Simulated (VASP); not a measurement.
# FePt (P-6m2) in VASP: relaxation of cell and atoms with PBE

Aim: the relaxation of cell and atoms of FePt with PBE.

All numbers are computed with VASP 6.6.1; they aren't measurements. Logs are shortened: lines on timing, memory, paths and dates and some standing lists are left out, and cuts for length are marked.

## 1. The cell of the first run

Symmetry: P-6m2, No. 187, hexagonal system. Conventional cell: a = 2.717 Å, b = 2.717 Å, c = 4.402 Å, α = 90.00°, β = 90.00°, γ = 120.00°. Fe (site symmetry -6m2) has 6 Pt at 2.70 Å and 6 Fe at 2.72 Å within 3.6 Å. Pt (site symmetry -6m2) has 6 Fe at 2.70 Å and 6 Pt at 2.72 Å within 3.6 Å.

## 2. Relaxation of cell and atoms, PBE, collinear spin, ferromagnetic start

The input, INCAR:

```
SYSTEM = FePt
ALGO     = Normal         ! electronic algorithm
EDIFF    = 1E-7           ! SCF threshold, eV
EDIFFG   = -0.01          ! ionic threshold
ENCUT    = 600            ! plane-wave cutoff, eV
GGA      = PE             ! functional
GGA_COMPAT= .FALSE.      
IBRION   = 2              ! ionic algorithm
ISIF     = 3              ! what is computed and relaxed
ISMEAR   = 0              ! smearing method
ISPIN    = 2              ! spin polarisation
KPAR     = 4            
LASPH    = .TRUE.         ! aspherical terms in the spheres
LCHARG   = .FALSE.        ! write CHGCAR
LMAXMIX  = 4              ! l up to which the mixer works
LORBIT   = 11             ! projections on sites
LREAL    = .FALSE.        ! projectors in reciprocal space
LWAVE    = .FALSE.        ! write WAVECAR
MAGMOM   = 3.22 0.32      ! initial moments
NELM     = 200            ! most SCF steps
NELMIN   = 4            
NSW      = 100            ! ionic steps
PREC     = Accurate       ! precision mode
SIGMA    = 0.1            ! smearing width, eV
```

The input, KPOINTS:

```
k-points
0
G
  24 24 12
  0 0 0
```

The input, POSCAR:

```
FePt
1.0
    2.7173902878      0.0000000000      0.0000000000
   -1.3586951439      2.3533290213      0.0000000000
    0.0000000000      0.0000000000      4.4017896456
Fe Pt
1 1
Direct
    0.6666666667      0.3333333333      0.5000000000
    0.3333333333      0.6666666667      0.0000000000
```

Potentials or basis: VASP PAW PBE potentials, release 64 (Fe, Pt).

On the command line:

```
$ cat potpaw_PBE.64/Fe/POTCAR potpaw_PBE.64/Pt/POTCAR > POTCAR
$ mpirun -np 4 vasp_std > vasp.out
```

OUTCAR:

```text
SYSTEM = FePt
   EDIFF = 1E-7
   EDIFFG = -0.01
   ENCUT = 600
   GGA = PE
   IBRION = 2
   ISIF = 3
   ISMEAR = 0
   ISPIN = 2
   LASPH = .TRUE.
   LORBIT = 11
   LREAL = .FALSE.
   NELM = 200
   NELMIN = 4
   NSW = 100
   PREC = Accurate

 ion  position               nearest neighbor table
   1  0.667  0.333  0.500-   2 2.70   2 2.70   2 2.70   2 2.70   2 2.70   2 2.70
   2  0.333  0.667  0.000-   1 2.70   1 2.70   1 2.70   1 2.70   1 2.70   1 2.70

  LATTYP: Found a hexagonal cell.
 ALAT       =     2.7173902878
 C/A-ratio  =     1.6198591956

  Lattice vectors:

 A1 = (   2.7173902878,   0.0000000000,   0.0000000000)
 A2 = (  -1.3586951439,   2.3533290213,   0.0000000000)
 A3 = (   0.0000000000,   0.0000000000,   4.4017896456)

Analysis of symmetry for initial positions (statically):
=====================================================================
 Subroutine PRICEL returns:
 Original cell was already a primitive cell.

 Routine SETGRP: Setting up the symmetry group for a
 hexagonal supercell.

 Subroutine GETGRP returns: Found 12 space group operations
 (whereof 12 operations were pure point group operations)
 out of a pool of 24 trial point group operations.

The static configuration has the point symmetry D_3h.

Analysis of symmetry for dynamics (positions and initial velocities):
=====================================================================
 Subroutine PRICEL returns:
 Original cell was already a primitive cell.

 Routine SETGRP: Setting up the symmetry group for a
 hexagonal supercell.

 Subroutine GETGRP returns: Found 12 space group operations
 (whereof 12 operations were pure point group operations)
 out of a pool of 24 trial point group operations.

The dynamic configuration has the point symmetry D_3h.

Analysis of structural, dynamic, and magnetic symmetry:
=====================================================================
 Subroutine PRICEL returns:
 Original cell was already a primitive cell.

 Routine SETGRP: Setting up the symmetry group for a
 hexagonal supercell.

 Subroutine GETGRP returns: Found 12 space group operations
 (whereof 12 operations were pure point group operations)
 out of a pool of 24 trial point group operations.

The overall configuration has the point symmetry D_3h.

 Subroutine INISYM returns: Found 12 space group operations
 (whereof 12 operations are pure point group operations),
[... 124 lines left out ...]
   IVDW    =     0    specifies the selected vdW correction
   LEPSILON=     F    determine dielectric tensor
   LRPA    =     F    only Hartree local field effects (RPA)
 conjugate gradient relaxation of ions
 spin polarized calculation
 Gauss-broadening in eV      SIGMA  =   0.10
  energy-cutoff  :      600.00
  volume of cell :       28.15
 maximum number of plane-waves:       966
 NGX is ok and might be reduce to    24
   NGX = 11   NGY = 11   NGZ = 17

--------------------------------------- Ionic step        1  -------------------------------------------

 number of electron      17.9999998 magnetization       3.1512201

 Free energy of the ion-electron system (eV)
  ---------------------------------------------------
  ext. energy  EPLUGINS =         0.00000000
  ---------------------------------------------------
  free energy    TOTEN  =       -14.57215853 eV

  energy without entropy =      -14.56510089  energy(sigma->0) =      -14.56862971

------------------------ aborting loop because EDIFF is reached ----------------------------------------

  FORCE on cell =-STRESS in cart. coord.  units (eV):
  Direction    XX          YY          ZZ          XY          YZ          ZX
  --------------------------------------------------------------------------------------
  -------------------------------------------------------------------------------------
  Total        0.1710065      0.1710065     -0.3001046      0.0000000     -0.0000000     -0.0000000
  in kB        9.7332814      9.7332814    -17.0812335      0.0000000     -0.0000000     -0.0000000
  external PRESSURE =       0.7951098 kB  Pullay stress =       0.0000000 kB
[... 131 lines left out ...]
--------------------------------------- Ionic step        5  -------------------------------------------

 number of electron      17.9999998 magnetization       3.1528744

 Free energy of the ion-electron system (eV)
  ---------------------------------------------------
  ext. energy  EPLUGINS =         0.00000000
  ---------------------------------------------------
  free energy    TOTEN  =       -14.57394243 eV

  energy without entropy =      -14.56666651  energy(sigma->0) =      -14.57030447

 E-fermi :   8.4390     XC(G=0): -12.9387

 val. band max:        8.4376211759   @ k =   0.2917   0.1250   0.3333
 cond. band min:       8.4401235495   @ k =   0.3333   0.0833   0.2500
 fundamental gap:      0.0025023736
 Fermi energy:         8.4390383991

 spin component 1

 k-point     1 :       0.0000    0.0000    0.0000
  band No.  band energies     occupation
      1      -1.1302      1.00000
      2       2.0434      1.00000
      3       4.6941      1.00000
      4       4.6941      1.00000
      5       5.4460      1.00000
      6       6.0203      1.00000
      7       6.0203      1.00000
      8       6.0526      1.00000
      9       6.0526      1.00000
     10       7.5940      1.00000
     11       7.5940      1.00000
     12       8.1121      1.00000
     13      14.1574      0.00000
     14      23.9620      0.00000
[... 403 lines left out ...]
      4       4.9989      1.00000
      5       5.4991      1.00000
      6       5.5966      1.00000
      7       5.9176      1.00000
      8       7.3842      1.00000
      9       7.8151      1.00000
     10       8.3771      0.80939
     11       9.5318      0.00000
     12      11.9918      0.00000
     13      16.5337      0.00000
     14      16.8154      0.00000
     15      19.6323      0.00000

 [... further k-points ...]

 spin component 2

 k-point     1 :       0.0000    0.0000    0.0000
  band No.  band energies     occupation
      1      -1.0303      1.00000
      2       2.3562      1.00000
      3       4.9139      1.00000
      4       4.9139      1.00000
      5       6.9881      1.00000
      6       6.9881      1.00000
      7       7.5301      1.00000
      8       8.2108      0.99937
      9       8.6800      0.00033
     10       8.6800      0.00033
     11       9.9127      0.00000
     12       9.9127      0.00000
     13      15.1572      0.00000
     14      23.9728      0.00000
[... 444 lines left out ...]
  FREE ENERGIE OF THE ION-ELECTRON SYSTEM (eV)
  ---------------------------------------------------
  free  energy   TOTEN  =       -14.5739424284 eV

  energy  without entropy=      -14.5666665126  energy(sigma->0) =      -14.57030447

 reached required accuracy - stopping structural energy minimisation

 total charge

# of ion       s       p       d       tot
------------------------------------------
    1        0.402   0.415   6.143   6.960
    2        0.697   0.665   8.036   9.399
--------------------------------------------------
tot          1.100   1.080  14.179  16.359

 magnetization (x)

# of ion       s       p       d       tot
------------------------------------------
    1       -0.007  -0.020   2.905   2.878
    2       -0.013  -0.050   0.333   0.271
--------------------------------------------------
tot         -0.020  -0.069   3.238   3.149
```

OSZICAR:

```text
N       E                     dE             d eps       ncg     rms          rms(c)
DAV:   1     0.979475343939E+02    0.97948E+02   -0.93651E+03 25652   0.149E+03
DAV:   2    -0.121352501135E+02   -0.11008E+03   -0.98949E+02 25970   0.269E+02
[... 45 lines left out ...]
DAV:   3    -0.145740394098E+02    0.33098E-04   -0.11598E-03 33919   0.762E-01    0.126E-01
DAV:   4    -0.145739463307E+02    0.93079E-04   -0.28671E-04 32012   0.388E-01    0.435E-02
DAV:   5    -0.145739445295E+02    0.18012E-05   -0.58066E-06 27790   0.210E-02    0.244E-02
DAV:   6    -0.145739422075E+02    0.23220E-05   -0.38701E-06 37013   0.324E-02    0.365E-03
DAV:   7    -0.145739423609E+02   -0.15340E-06   -0.25617E-07 25066   0.610E-03    0.197E-03
DAV:   8    -0.145739424284E+02   -0.67466E-07   -0.27542E-08 13951   0.157E-03
   5 F= -.14573942E+02 E0= -.14570304E+02  d E =-.201252E-04  mag=     3.1529
```

Wall time 8.1 min (4 MPI ranks of AMD EPYC 7R43 (Zen 3), shared host); peak memory 0.5 GiB.

Results:

```yaml
Free_energy: -14.5739 eV
Relaxed_volume: 14.07 Å³/atom
Relaxed_cell: a = 2.728 Å, b = 2.728 Å, c = 4.368 Å, α = 90.00°, β = 90.00°, γ = 120.00°
Space_group_after_relaxing_to_0.1_Å: P-6m2 (No. 187)
Energy_gained_by_relaxing: 0.9 meV/atom
Ionic_steps: 5
Pressure_after_relaxing: 0.0 GPa
Net_moment: 3.15 μB per cell
Site_moments: Fe +2.88; Pt +0.27 μB
Valence_electrons_inside_the_program's_atomic_spheres: Fe 6.96; Pt 9.40
```

The path:
```
step  energy change (eV)  largest force (eV/Å)  pressure (GPa)  volume (Å³)
   1              0.0000                0.0000            0.08        28.15
   2             -0.0018                0.0000           -0.21        28.18
   3             -0.0018                0.0000           -0.20        28.18
   4             -0.0017                0.0000            0.31        28.10
   5             -0.0018                0.0000            0.02        28.15
```

Final structure:
```
CELL_PARAMETERS angstrom
2.72766 0.00000 0.00000
-1.36383 2.36222 0.00000
0.00000 0.00000 4.36825
ATOMIC_POSITIONS crystal
Fe 0.66667 0.33333 0.50000
Pt 0.33333 0.66667 0.00000
```

Caveat: spin-orbit coupling is left out, which moves the levels of the heavy elements.
